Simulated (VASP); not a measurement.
Here is a VASP 6.6.1 calculation.

Contents of INCAR:

```
  PREC = Accurate
  ENCUT = 520
  EDIFF = 1E-6
  ISMEAR = 0
  SIGMA = 0.05
  LREAL = False
  LASPH = True
  NELM = 60
  ALGO = Normal
  ISIF = 2
  LWAVE = False
  LCHARG = False
  GGA = CA
  NBANDS = 15
```

File KPOINTS:

```
Automatic mesh
0
Gamma
  8 8 8
```

The input POSCAR:

```
SrO
1.0
    0.0000000000      2.5698000000      2.5698000000
    2.5698000000      0.0000000000      2.5698000000
    2.5698000000      2.5698000000      0.0000000000
Sr O
1 1
Direct
   -0.0072962876     -0.0072962876      0.0072962876
    0.5000000000      0.5000000000      0.5000000000
```

Potentials or basis: VASP PAW LDA potentials, release 64 (Sr_sv, O).

Run with:

```sh
$ cat potpaw_LDA.64/Sr_sv/POTCAR potpaw_LDA.64/O/POTCAR > POTCAR
$ mpirun -np 1 vasp_std > vasp.out
```

**Question.** What does it give for the band gap on the k mesh?

**Answer.** 3.10 eV, indirect (least direct gap 3.18 eV).

**Question.** Estimate the largest force.

**Answer.** 0.073 eV/Å.

**Question.** What does it give for the pressure?

**Answer.** -3.5 GPa.

Stress tensor (GPa, compression positive):
```
-3.51  0.00  0.00
 0.00 -3.51  0.00
 0.00  0.00 -3.35
```

Caveat: the cell differs from its parent crystal (all Sr atoms moved +0.037 Å, as atom 1 towards its neighbour atom 2 (O) at 2.570 Å). A k mesh can miss the band edges.
